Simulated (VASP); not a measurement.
# Tl: single point with LDA

Tl:

```
CELL_PARAMETERS angstrom
3.13714 0.00000 0.00000
0.00000 3.13714 0.00000
0.00000 0.00000 3.13714
ATOMIC_POSITIONS crystal
Tl 0.00000 0.00000 0.00000
```

```json
{
 "Program": "VASP 6.6.1",
 "Task": "single point",
 "Functional": "LDA",
 "Potentials or basis": "VASP PAW LDA potentials, release 64 (Tl_d)",
 "Cutoff": "520 eV",
 "k mesh": "13 × 13 × 13",
 "Occupations": "fermi-dirac, width 0.05 eV",
 "Spin": "no spin polarisation"
}
```

```yaml
Pressure: -1.4 GPa
```

Levels at points of the mesh, in eV from the Fermi level:
| k point | band 3 | band 4 | band 5 | band 6 | band 7 | band 8 | band 9 | band 10 |
| --- | --- | --- | --- | --- | --- | --- | --- | --- |
| (0.00, 0.00, 0.00) | -11.17 | -11.17 | -11.17 | -9.93 | 6.88 | 6.88 | 6.88 | 10.02 |

Wall time 4.6 s on 1 thread of Intel(R) Xeon(R) 6975P-C (Granite Rapids) (shared host), peak memory 0.14 GiB.

Caveat: spin-orbit coupling is left out, which moves the levels of the heavy elements.
